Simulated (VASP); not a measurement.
# LiF (Fm-3m) in VASP: a series of runs, part 2 of 2

VASP 6.6.1.

## 3. Relaxation of cell and atoms, LDA

File INCAR:

```
  PREC = Accurate
  ENCUT = 750
  EDIFF = 1E-7
  ISMEAR = 0
  SIGMA = 0.02
  LREAL = F
  LASPH = T
  NELM = 120
  ALGO = Normal
  ISIF = 3
  LWAVE = F
  LCHARG = F
  GGA = CA
  IBRION = 2
  NSW = 100
  EDIFFG = -0.002
  GGA_COMPAT = F
  NELMIN = 4
```

File KPOINTS:

```
Automatic mesh
0
Gamma
  10 10 10
```

File POSCAR:

```
LiF
1.0
    0.0000000000      2.0100000000      2.0100000000
    2.0100000000      0.0000000000      2.0100000000
    2.0100000000      2.0100000000      0.0000000000
Li F
1 1
Direct
    0.0000000000      0.0000000000      0.0000000000
    0.5000000000      0.5000000000      0.5000000000
```

Potentials or basis: VASP PAW LDA potentials, release 64 (Li_sv, F).

Started as:

```sh
$ cat potpaw_LDA.64/Li_sv/POTCAR potpaw_LDA.64/F/POTCAR > POTCAR
$ mpirun -np 1 vasp_std > vasp.out
```

OUTCAR:

```text
PREC = Accurate
   ENCUT = 750
   EDIFF = 1E-7
   ISMEAR = 0
   LREAL = F
   LASPH = T
   NELM = 120
   ISIF = 3
   GGA = CA
   IBRION = 2
   NSW = 100
   EDIFFG = -0.002
   NELMIN = 4

 ion  position               nearest neighbor table
   1  0.000  0.000  0.000-   2 2.01   2 2.01   2 2.01   2 2.01   2 2.01   2 2.01
   2  0.500  0.500  0.500-   1 2.01   1 2.01   1 2.01   1 2.01   1 2.01   1 2.01

  LATTYP: Found a face centered cubic cell.
 ALAT       =     4.0200000000

  Lattice vectors:

 A1 = (   0.0000000000,   2.0100000000,   2.0100000000)
 A2 = (   2.0100000000,   0.0000000000,   2.0100000000)
 A3 = (   2.0100000000,   2.0100000000,   0.0000000000)

Analysis of symmetry for initial positions (statically):
=====================================================================
 Subroutine PRICEL returns:
 Original cell was already a primitive cell.

 Routine SETGRP: Setting up the symmetry group for a
 face centered cubic supercell.

 Subroutine GETGRP returns: Found 48 space group operations
 (whereof 48 operations were pure point group operations)
 out of a pool of 48 trial point group operations.

The static configuration has the point symmetry O_h .

Analysis of symmetry for dynamics (positions and initial velocities):
=====================================================================
 Subroutine PRICEL returns:
 Original cell was already a primitive cell.

 Routine SETGRP: Setting up the symmetry group for a
 face centered cubic supercell.

 Subroutine GETGRP returns: Found 48 space group operations
 (whereof 48 operations were pure point group operations)
 out of a pool of 48 trial point group operations.

The dynamic configuration has the point symmetry O_h .

 Subroutine INISYM returns: Found 48 space group operations
 (whereof 48 operations are pure point group operations),
 and found     1 'primitive' translations

[... 125 lines left out ...]
 conjugate gradient relaxation of ions
 non-spin polarized calculation
 Gauss-broadening in eV      SIGMA  =   0.02
  energy-cutoff  :      750.00
  volume of cell :       16.24
 maximum number of plane-waves:       769
 NGX is ok and might be reduce to    28
   NGX = 13   NGY = 13   NGZ = 13

--------------------------------------- Ionic step        1  -------------------------------------------

 number of electron      10.0000003 magnetization

 Free energy of the ion-electron system (eV)
  ---------------------------------------------------
  ext. energy  EPLUGINS =         0.00000000
  ---------------------------------------------------
  free energy    TOTEN  =       -10.48029334 eV

  energy without entropy =      -10.48029334  energy(sigma->0) =      -10.48029334

------------------------ aborting loop because EDIFF is reached ----------------------------------------

  FORCE on cell =-STRESS in cart. coord.  units (eV):
  Direction    XX          YY          ZZ          XY          YZ          ZX
  --------------------------------------------------------------------------------------
  -------------------------------------------------------------------------------------
  Total       -0.6715877     -0.6715877     -0.6715877      0.0000000      0.0000000      0.0000000
  in kB      -66.2514140    -66.2514140    -66.2514140      0.0000000      0.0000000      0.0000000
  external PRESSURE =     -66.2514140 kB  Pullay stress =       0.0000000 kB
[... 95 lines left out ...]
--------------------------------------- Ionic step        4  -------------------------------------------

 number of electron       9.9999997 magnetization

 Free energy of the ion-electron system (eV)
  ---------------------------------------------------
  ext. energy  EPLUGINS =         0.00000000
  ---------------------------------------------------
  free energy    TOTEN  =       -10.51063958 eV

  energy without entropy =      -10.51063958  energy(sigma->0) =      -10.51063958

 E-fermi :  -0.5368     XC(G=0): -11.1444

 val. band max:       -0.6943166190   @ k =   0.0000   0.0000   0.0000
 cond. band min:       9.0229314104   @ k =   0.0000   0.0000   0.0000
 fundamental gap:      9.7172480294
 Fermi energy:        -0.5367533150

 k-point     1 :       0.0000    0.0000    0.0000
  band No.  band energies     occupation
      1     -40.2658      2.00000
      2     -20.5323      2.00000
      3      -0.6943      2.00000
      4      -0.6943      2.00000
      5      -0.6943      2.00000
      6       9.0229      0.00000
      7      23.9947      0.00000
      8      23.9947      0.00000
      9      23.9947      0.00000
[... 265 lines left out ...]
 k-point    24 :       0.4000    0.3000    0.0000
  band No.  band energies     occupation
      1     -40.1611      2.00000
      2     -19.8758      2.00000
      3      -3.3964      2.00000
      4      -1.7295      2.00000
      5      -1.5971      2.00000
      6      12.9448      0.00000
      7      16.2299      0.00000
      8      18.4576      0.00000
      9      20.0311      0.00000

 [... further k-points ...]
[... 5 lines left out ...]
  --------------------------------------------------------------------------------------
  -------------------------------------------------------------------------------------
  Total       -0.0000664     -0.0000664     -0.0000664     -0.0000000      0.0000000     -0.0000000
  in kB       -0.0071560     -0.0071560     -0.0071560     -0.0000000      0.0000000     -0.0000000
  external PRESSURE =      -0.0071560 kB  Pullay stress =       0.0000000 kB
[... 17 lines left out ...]
  FREE ENERGIE OF THE ION-ELECTRON SYSTEM (eV)
  ---------------------------------------------------
  free  energy   TOTEN  =       -10.5106395797 eV

  energy  without entropy=      -10.5106395797  energy(sigma->0) =      -10.51063958

 reached required accuracy - stopping structural energy minimisation
```

OSZICAR:

```text
N       E                     dE             d eps       ncg     rms          rms(c)
DAV:   1     0.448888675688E+02    0.44889E+02   -0.71659E+03   854   0.149E+03
DAV:   2    -0.945610056840E+01   -0.54345E+02   -0.53259E+02   932   0.244E+02
DAV:   3    -0.109395919274E+02   -0.14835E+01   -0.14788E+01  1044   0.403E+01
DAV:   4    -0.109700015091E+02   -0.30410E-01   -0.30387E-01  1076   0.564E+00
[... 29 lines left out ...]
DAV:   1    -0.105112799623E+02   -0.66908E-03   -0.12757E-02   848   0.119E+00    0.207E-01
DAV:   2    -0.105106617580E+02    0.61820E-03   -0.35078E-03   870   0.503E-01    0.390E-02
DAV:   3    -0.105106470213E+02    0.14737E-04   -0.22900E-05  1143   0.621E-02    0.222E-02
DAV:   4    -0.105106395605E+02    0.74608E-05   -0.79597E-06  1242   0.298E-02    0.152E-03
DAV:   5    -0.105106395797E+02   -0.19171E-07   -0.39199E-07   815   0.722E-03
   4 F= -.10510640E+02 E0= -.10510640E+02  d E =-.303462E-01
```

It took 25 s on 1 thread of Intel Xeon 8259CL, shared host; peak memory 0.14 GiB.

Results:

* Free energy: -10.5106 eV
* Relaxed volume: 7.44 Å³/atom
* Relaxed cell: a = 2.761 Å, b = 2.761 Å, c = 2.761 Å, α = 60.00°, β = 60.00°, γ = 60.00°
* Space group after relaxing (to 0.1 Å): Fm-3m (No. 225)
* Energy gained by relaxing: 15.2 meV/atom
* Ionic steps: 4
* Pressure after relaxing: 0.0 GPa
* Band gap on the k mesh: 9.72 eV

The path:
```
step  energy change (eV)  largest force (eV/Å)  pressure (GPa)  volume (Å³)
   1              0.0000                0.0000           -6.63        16.24
   2             -0.0242                0.0000           -3.23        15.46
   3             -0.0303                0.0000           -0.23        14.92
   4             -0.0303                0.0000            0.00        14.88
```

Final structure:
```cif
data_structure
_symmetry_space_group_name_H-M 'P 1'
_symmetry_Int_Tables_number 1
_cell_length_a 2.7606
_cell_length_b 2.7606
_cell_length_c 2.7606
_cell_angle_alpha 60.000
_cell_angle_beta 60.000
_cell_angle_gamma 60.000
_cell_volume 14.88
loop_
_atom_site_label
_atom_site_type_symbol
_atom_site_fract_x
_atom_site_fract_y
_atom_site_fract_z
_atom_site_occupancy
Li1 Li 0.00000 0.00000 0.00000 1
F1 F 0.50000 0.50000 0.50000 1
```

A k mesh can miss the band edges.
